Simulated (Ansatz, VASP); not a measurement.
# Two plane-wave programs on GePbI3

```xyz
5
Lattice="4.1174 2.3772 3.4844 -4.1174 2.3772 3.4844 0.0000 -4.7544 3.4844" Properties=species:S:1:pos:R:3 pbc="T T T"
I    -2.0250    1.1691    7.0127
I     0.0000   -2.3383    7.0127
I     2.0250    1.1691    7.0127
Pb    0.0000    0.0000    0.1045
Ge    0.0000    0.0000    5.6388
```

Alike in both runs: task single point; functional r2SCAN; k mesh 5 × 5 × 5; occupations tetrahedron; no spin polarisation.

|  | VASP | Ansatz |
| --- | --- | --- |
| version | VASP 6.6.1 | Ansatz 0.2.0 |
| potentials or method | VASP PAW PBE potentials, release 64 (I, Pb_d, Ge_d), cutoff 520 eV | PAW plane waves |
| valence electrons in the cell | 49 | 79 |

VASP gave:

| Quantity | Value |
| --- | --- |
| pressure (GPa) | -0.6 |
| traceless stress, the component that is largest in VASP (GPa) | 0.14 |
| rms of the force components (eV/Å) | 0.123 |

Q: Estimate Ansatz's values.

A: Pressure (GPa): -0.5; traceless stress, the component that is largest in VASP (GPa): 0.12; rms of the force components (eV/Å): 0.121.

VASP's potentials were made for PBE, not for r2SCAN. Atom by atom the forces differ by 0.004 eV/Å (rms over components). The functional is the same, so the differences come from potentials, cutoffs and numerics. VASP's potentials hold 49 valence electrons a cell and Ansatz's 79, so a difference there can come from the potentials and not from the codes. Ansatz's warnings: band table not solved further, product built on unsolved table, structure snapped to symmetry, tetrahedron derivatives may miss energy slope.

Spin-orbit coupling is off throughout.
